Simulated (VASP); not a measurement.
# ZnCu (Pm-3m) in VASP: further runs

ZnCu is run at these levels: r2SCAN, PBEsol+D3(BJ), PBEsol, PBEsol+D4; tasks: single point.

Everything below comes from runs of VASP 6.6.1. Logs are shortened: lines on timing, memory, paths and dates and some standing lists are left out, and cuts for length are marked.

## (1) The cell of the first run

It takes space group Pm-3m (No. 221, cubic). The conventional cell has a = 2.984 Å, b = 2.984 Å, c = 2.984 Å, α = 90.00°, β = 90.00°, γ = 90.00°. Zn (site symmetry m-3m) has 8 Cu at 2.58 Å and 6 Zn at 2.98 Å within 3.4 Å. Cu (site symmetry m-3m) has 8 Zn at 2.58 Å and 6 Cu at 2.98 Å within 3.4 Å.

## (2) Single point, r2SCAN

The input, POSCAR:

```
ZnCu
1.0
    2.9837544443      0.0000000000      0.0000000000
    0.0000000000      2.9837544443      0.0000000000
    0.0000000000      0.0000000000      2.9837544443
Zn Cu
1 1
Direct
    0.5000000000      0.5000000000      0.5000000000
    0.0000000000      0.0000000000      0.0000000000
```

The input, INCAR.step1:

```
SYSTEM = ZnCu
PREC = Accurate
ENCUT = 660
ISMEAR = -1
SIGMA = 0.05
LREAL = .False.
LASPH = .True.
NELM = 120
NBANDS = 18
GGA = PE
ALGO = Normal
EDIFF = 1E-5
LWAVE = .True.
LCHARG = .False.
GGA_COMPAT = .False.
```

The input, INCAR.step2:

```
SYSTEM = ZnCu
PREC = Accurate
ENCUT = 660
EDIFF = 1E-6
ISMEAR = -1
SIGMA = 0.05
LREAL = .False.
LASPH = .True.
NELM = 120
ALGO = Normal
ISIF = 2
LWAVE = .False.
LCHARG = .False.
METAGGA = R2SCAN
LMIXTAU = .True.
NBANDS = 18
ISTART = 1
GGA_COMPAT = .False.
```

The input, KPOINTS:

```
regular mesh
0
Gamma
  9 9 9
  0 0 0
```

Potentials or basis: VASP PAW PBE potentials, release 64 (Zn, Cu).

Launch:

```sh
cat potpaw_PBE.64/Zn/POTCAR potpaw_PBE.64/Cu/POTCAR > POTCAR
cp INCAR.step1 INCAR
mpirun -np 1 vasp_std > vasp.out
cp INCAR.step2 INCAR
mpirun -np 1 vasp_std > vasp.out
```

OUTCAR:

```text
SYSTEM = ZnCu
   PREC = Accurate
   ENCUT = 660
   EDIFF = 1E-6
   ISMEAR = -1
   LREAL = .False.
   LASPH = .True.
   NELM = 120
   ISIF = 2
   METAGGA = R2SCAN
   ISTART = 1

 ion  position               nearest neighbor table
   1  0.500  0.500  0.500-   2 2.58   2 2.58   2 2.58   2 2.58   2 2.58   2 2.58   2 2.58   2 2.58

   2  0.000  0.000  0.000-   1 2.58   1 2.58   1 2.58   1 2.58   1 2.58   1 2.58   1 2.58   1 2.58

  LATTYP: Found a simple cubic cell.
 ALAT       =     2.9837544443

  Lattice vectors:

 A1 = (   2.9837544443,   0.0000000000,   0.0000000000)
 A2 = (   0.0000000000,   2.9837544443,   0.0000000000)
 A3 = (   0.0000000000,   0.0000000000,   2.9837544443)

Analysis of symmetry for initial positions (statically):
=====================================================================
 Subroutine PRICEL returns:
 Original cell was already a primitive cell.

 Routine SETGRP: Setting up the symmetry group for a
 simple cubic supercell.

 Subroutine GETGRP returns: Found 48 space group operations
 (whereof 48 operations were pure point group operations)
 out of a pool of 48 trial point group operations.

The static configuration has the point symmetry O_h .

Analysis of symmetry for dynamics (positions and initial velocities):
=====================================================================
 Subroutine PRICEL returns:
 Original cell was already a primitive cell.

 Routine SETGRP: Setting up the symmetry group for a
 simple cubic supercell.

 Subroutine GETGRP returns: Found 48 space group operations
 (whereof 48 operations were pure point group operations)
 out of a pool of 48 trial point group operations.

The dynamic configuration has the point symmetry O_h .

 Subroutine INISYM returns: Found 48 space group operations
 (whereof 48 operations are pure point group operations),
 and found     1 'primitive' translations

----------------------------------------------------------------------------------------

                                     Primitive cell

  volume of cell :      26.5637

  direct lattice vectors                    reciprocal lattice vectors
     2.983754444  0.000000000  0.000000000     0.335148223  0.000000000  0.000000000
     0.000000000  2.983754444  0.000000000     0.000000000  0.335148223  0.000000000
     0.000000000  0.000000000  2.983754444     0.000000000  0.000000000  0.335148223

  length of vectors
     2.983754444  2.983754444  2.983754444     0.335148223  0.335148223  0.335148223

  position of ions in fractional coordinates (direct lattice)
     0.500000000  0.500000000  0.500000000
     0.000000000  0.000000000  0.000000000

  ion indices of the primitive-cell ions
   primitive index   ion index
                 1           1
                 2           2

----------------------------------------------------------------------------------------

 KPOINTS: regular mesh

Automatic generation of k-mesh.
 Grid dimensions read from file:
 generate k-points for:    9    9    9

 Generating k-lattice:

  Cartesian coordinates                     Fractional coordinates (reciprocal lattice)
     0.037238691  0.000000000  0.000000000     0.111111111  0.000000000  0.000000000
     0.000000000  0.037238691  0.000000000     0.000000000  0.111111111  0.000000000
     0.000000000  0.000000000  0.037238691     0.000000000  0.000000000  0.111111111

  Length of vectors
     0.037238691  0.037238691  0.037238691

  Shift w.r.t. Gamma in fractional coordinates (k-lattice)
     0.000000000  0.000000000  0.000000000

 Subroutine IBZKPT returns following result:
 ===========================================

 Found     35 irreducible k-points:

 Following reciprocal coordinates:
            Coordinates               Weight
  0.000000  0.000000  0.000000      1.000000
  0.111111  0.000000  0.000000      6.000000
  0.222222  0.000000  0.000000      6.000000
  0.333333  0.000000  0.000000      6.000000
  0.444444  0.000000  0.000000      6.000000
  0.111111  0.111111  0.000000     12.000000
[... 16 lines left out ...]
  0.333333  0.333333  0.111111     24.000000
  0.444444  0.333333  0.111111     48.000000
 [... further k-points ...]
   k-points           NKPTS =     35   k-points in BZ     NKDIM =     35   number of bands    NBANDS=     18
   number of dos      NEDOS =    301   number of ions     NIONS =      2
   total plane-waves  NPLWV =  21952
   dimension x,y,z NGX =    28 NGY =   28 NGZ =   28
   dimension x,y,z NGXF=    56 NGYF=   56 NGZF=   56
   ions per type =               1   1
   NGX,Y,Z   is equivalent  to a cutoff of  15.60, 15.60, 15.60 a.u.
   NGXF,Y,Z  is equivalent  to a cutoff of  31.20, 31.20, 31.20 a.u.
 SYSTEM =  ZnCu
   PREC   = accura    normal or accurate (medium, high low for compatibility)
   ISTART =      1    job   : 0-new  1-cont  2-samecut
   ICHARG =      0    charge: 1-file 2-atom 10-const
   ISPIN  =      1    spin polarized calculation?
   LNONCOLLINEAR =      F non collinear calculations
   LSORBIT =      F    spin-orbit coupling
   LASPH  =      T    aspherical Exc in radial PAW
   ENCUT  =  660.0 eV  48.51 Ry    6.96 a.u.   6.25  6.25  6.25*2*pi/ulx,y,z
   NELM   =    120;   NELMIN=  2; NELMDL=  0     # of ELM steps
   EDIFF  = 0.1E-05   stopping-criterion for ELM
   LREAL  =      F    real-space projection
   EDIFFG = 0.1E-04   stopping-criterion for IOM
   NSW    =      0    number of steps for IOM
   IBRION =     -1    ionic relax: 0-MD 1-quasi-New 2-CG
   NFREE  =      0    steps in history (QN), initial steepest desc. (CG)
   ISIF   =      2    stress and relaxation
   ISYM   =      2    0-nonsym 1-usesym 2-fastsym
   POTIM  = 0.5000    time-step for ionic-motion
   TEBEG  =    0.0;   TEEND  =   0.0 temperature during run
   PSTRESS=    0.0 pullay stress
   NELECT =      23.0000    total number of electrons
   NUPDOWN=      -1.0000    fix difference up-down
   EMIN   =  10.00;   EMAX   =-10.00  energy-range for DOS
   EFERMI =   0.00;   METHOD = LEGACY
   ISMEAR =    -1;   SIGMA  =   0.05  broadening in eV -4-tet -1-fermi 0-gaus
   EFERMI_NEDOS =   21; number of points for ismear=-14 and -15
   IALGO  =     38    algorithm
   IMIX   =      4    mixing-type and parameters
     AMIX     =   0.40;   BMIX     =  1.00
     AMIX_MAG =   1.60;   BMIX_MAG =  1.00
  volume/ion in A,a.u.               =      13.28        89.63
  Fermi-wavevector in a.u.,A,eV,Ry     =   1.560346  2.948627 33.125846  2.434681
  Thomas-Fermi vector in A             =   2.663572
   LORBIT       =      0    0 simple, 1 ext, 2 COOP (PROOUT), +10 PAW based schemes
   METAGGA = R2SCAN    functional components
   LHFCALC =     F    Hartree Fock is set to
   AEXX    =    0.0000 exact exchange contribution
   IVDW    =     0    specifies the selected vdW correction
   LEPSILON=     F    determine dielectric tensor
   LRPA    =     F    only Hartree local field effects (RPA)
 non-spin polarized calculation
  energy-cutoff  :      660.00
  volume of cell :       26.56
 maximum number of plane-waves:      1032
 NGX is ok and might be reduce to    28
   NGX = 13   NGY = 13   NGZ = 13

 number of electron      22.9999986 magnetization

 Free energy of the ion-electron system (eV)
  ---------------------------------------------------
  ext. energy  EPLUGINS =         0.00000000
  ---------------------------------------------------
  free energy    TOTEN  =       -19.89270176 eV

  energy without entropy =      -19.88831266  energy(sigma->0) =      -19.89050721

 E-fermi :   5.0627     XC(G=0): -13.2760

 val. band max:        4.9984204326   @ k =   0.3333   0.3333   0.0000
 cond. band min:       5.1743290614   @ k =   0.4444   0.4444   0.2222
 fundamental gap:      0.1759086288
 Fermi energy:         5.0627015393

 k-point     1 :       0.0000    0.0000    0.0000
  band No.  band energies     occupation
      1      -5.4459      2.00000
      2      -3.0351      2.00000
      3      -3.0351      2.00000
      4      -2.3715      2.00000
      5      -2.3715      2.00000
      6      -2.3715      2.00000
[... 10 lines left out ...]
     17      17.5355      0.00000
     18      29.0547      0.00000

 k-point     2 :       0.1111    0.0000    0.0000
  band No.  band energies     occupation
      1      -5.2195      2.00000
      2      -3.0120      2.00000
      3      -2.9898      2.00000
      4      -2.3904      2.00000
      5      -2.3904      2.00000
      6      -2.3631      2.00000
[... 10 lines left out ...]
     17      19.1860      0.00000
     18      26.9488      0.00000

 k-point     3 :       0.2222    0.0000    0.0000
  band No.  band energies     occupation
      1      -4.5626      2.00000
      2      -2.9524      2.00000
      3      -2.8571      2.00000
      4      -2.4380      2.00000
      5      -2.4380      2.00000
      6      -2.3417      2.00000
[... 10 lines left out ...]
     17      23.2271      0.00000
     18      24.0037      0.00000

 k-point     4 :       0.3333    0.0000    0.0000
  band No.  band energies     occupation
      1      -3.6241      2.00000
      2      -2.8833      2.00000
      3      -2.5641      2.00000
      4      -2.4918      2.00000
      5      -2.4918      2.00000
      6      -2.3171      2.00000
[... 375 lines left out ...]
      4      -2.5757      2.00000
      5      -2.4689      2.00000
      6      -0.6593      2.00000
[... 10 lines left out ...]
     17      21.8693      0.00000
     18      22.8912      0.00000

 k-point    23 :       0.3333    0.3333    0.1111
  band No.  band energies     occupation
      1      -3.0381      2.00000
      2      -2.8242      2.00000
      3      -2.5900      2.00000
      4      -2.5560      2.00000
      5      -2.3979      2.00000
      6      -1.0878      2.00000
[... 10 lines left out ...]
     17      19.7377      0.00000
     18      21.5767      0.00000

 k-point    24 :       0.4444    0.3333    0.1111
  band No.  band energies     occupation
      1      -3.0696      2.00000
      2      -2.8153      2.00000
      3      -2.6316      2.00000
      4      -2.5768      2.00000
      5      -2.3002      2.00000
      6      -0.1048      2.00000
[... 10 lines left out ...]
     17      20.6836      0.00000
     18      21.8570      0.00000

 [... further k-points ...]
[... 5 lines left out ...]
  --------------------------------------------------------------------------------------
  -------------------------------------------------------------------------------------
  Total       -1.1386642     -1.1386642     -1.1386642      0.0000000      0.0000000     -0.0000000
  in kB      -68.6778981    -68.6778981    -68.6778981      0.0000000      0.0000000     -0.0000000
  external PRESSURE =     -68.6778981 kB  Pullay stress =       0.0000000 kB

 VOLUME and BASIS-vectors are now :
 -----------------------------------------------------------------------------
  energy-cutoff  :      660.00
  volume of cell :       26.56
      direct lattice vectors                 reciprocal lattice vectors
     2.983754444  0.000000000  0.000000000     0.335148223  0.000000000  0.000000000
     0.000000000  2.983754444  0.000000000     0.000000000  0.335148223  0.000000000
     0.000000000  0.000000000  2.983754444     0.000000000  0.000000000  0.335148223

 POSITION                                       TOTAL-FORCE (eV/Angst)
 -----------------------------------------------------------------------------------
      1.49188      1.49188      1.49188         0.000000      0.000000      0.000000
      0.00000      0.00000      0.00000         0.000000      0.000000      0.000000
 -----------------------------------------------------------------------------------
    total drift:                                0.000000      0.000000      0.000000

  FREE ENERGIE OF THE ION-ELECTRON SYSTEM (eV)
  ---------------------------------------------------
  free  energy   TOTEN  =       -19.8927017618 eV

  energy  without entropy=      -19.8883126599  energy(sigma->0) =      -19.89050721
```

It took 42 s on 1 thread of Intel Xeon 6975P-C (Granite Rapids), shared host; peak memory 0.17 GiB.

Results:

```yaml
Free_energy: -19.8927 eV
Pressure: -6.9 GPa
```

Caveat: the PAW data sets were made with another functional, which shifts forces and pressure a little.

## (3) Single point, PBEsol+D3(BJ)

This run uses another cell than the first one, of 11.78 Å³/atom, 0.887 times its volume.

The input, INCAR:

```
SYSTEM = ZnCu
  ALGO = Fast
  EDIFF = 1E-6
  ENCUT = 520
  GGA = PS
  ISIF = 2
  ISMEAR = -1
  IVDW = 12
  LASPH = .True.
  LCHARG = .False.
  LREAL = .False.
  LWAVE = .False.
  NBANDS = 18
  NELM = 100
  PREC = Accurate
  SIGMA = 0.05
```

The input, KPOINTS:

```
k-points
0
Gamma
  9 9 9
  0 0 0
```

The input, POSCAR:

```
ZnCu
1.0
    2.8671546883      0.0000000000      0.0000000000
    0.0000000000      2.8671546883      0.0000000000
    0.0000000000      0.0000000000      2.8671546883
Zn Cu
1 1
Direct
    0.5000000000      0.5000000000      0.5000000000
    0.0000000000      0.0000000000      0.0000000000
```

Potentials or basis: VASP PAW PBE potentials, release 64 (Zn, Cu).

Launch:

```sh
cat potpaw_PBE.64/Zn/POTCAR potpaw_PBE.64/Cu/POTCAR > POTCAR
mpirun -np 1 vasp_std > vasp.out
```

It took 31 s on 1 thread of Intel Xeon 8259CL, shared host; peak memory 0.15 GiB.

Results (log left out):

```yaml
Free_energy: -7.0415 eV
Pressure: 0.9 GPa
Dispersion_energy_per_atom: -0.493 eV
```

Levels at points of the mesh, in eV from the Fermi level:
| k point | band 7 | band 8 | band 9 | band 10 | band 11 | band 12 | band 13 | band 14 | band 15 | band 16 |
| --- | --- | --- | --- | --- | --- | --- | --- | --- | --- | --- |
| (0.00, 0.00, 0.00) | -3.86 | -3.86 | -2.93 | -2.93 | -2.93 | 6.43 | 6.43 | 6.43 | 11.73 | 11.73 |

Caveat: the PAW data sets were made with another functional, which shifts forces and pressure a little; pairwise dispersion overbinds metals, which lowers pressure and volume.

## (4) Single point, PBEsol+D3(BJ)

This run uses another cell than the first one, of 11.92 Å³/atom, 0.898 times its volume.

The input, INCAR:

```
ALGO     = Normal         # electronic algorithm
EDIFF    = 1E-6           # SCF threshold, eV
ENCUT    = 520            # plane-wave cutoff, eV
GGA      = PS             # functional
ISIF     = 2              # what is computed and relaxed
ISMEAR   = -1             # smearing method
IVDW     = 12             # dispersion correction
LASPH    = T              # aspherical terms in the spheres
LCHARG   = F              # write CHGCAR
LREAL    = F              # projectors in reciprocal space
LWAVE    = F              # write WAVECAR
NBANDS   = 18             # bands
NELM     = 80             # most SCF steps
PREC     = Accurate       # precision mode
SIGMA    = 0.05           # smearing width, eV
```

The input, KPOINTS:

```
k-points
0
Gamma
  9 9 9
```

The input, POSCAR:

```
ZnCu
1.0
    2.8784696857      0.0000000000      0.0000000000
    0.0000000000      2.8784696857      0.0000000000
    0.0000000000      0.0000000000      2.8784696857
Zn Cu
1 1
Direct
    0.5000000000      0.5000000000      0.5000000000
    0.0000000000      0.0000000000      0.0000000000
```

Launch:

```sh
cat potpaw_PBE.64/Zn/POTCAR potpaw_PBE.64/Cu/POTCAR > POTCAR
mpirun -np 1 vasp_std > vasp.out
```

Run time: 20 s. Hardware: 1 thread of Intel Xeon 8259CL, shared host; peak memory 0.16 GiB.

It converged, with:

```yaml
Free_energy: -7.0414 eV
Pressure: -1.0 GPa
Dispersion_energy_per_atom: -0.488 eV
```

Levels at points of the mesh, in eV from the Fermi level:
```
           k point  band 7  band 8  band 9  band 10  band 11  band 12  band 13  band 14  band 15  band 16
(0.00, 0.00, 0.00)   -3.83   -3.83   -2.90    -2.90    -2.90     6.39     6.39     6.39    11.65    11.65
```

Caveat: three body term missing; the PAW data sets were made with another functional, which shifts forces and pressure a little; pairwise dispersion overbinds metals, which lowers pressure and volume.

(Part 1 of 2 ends here.)
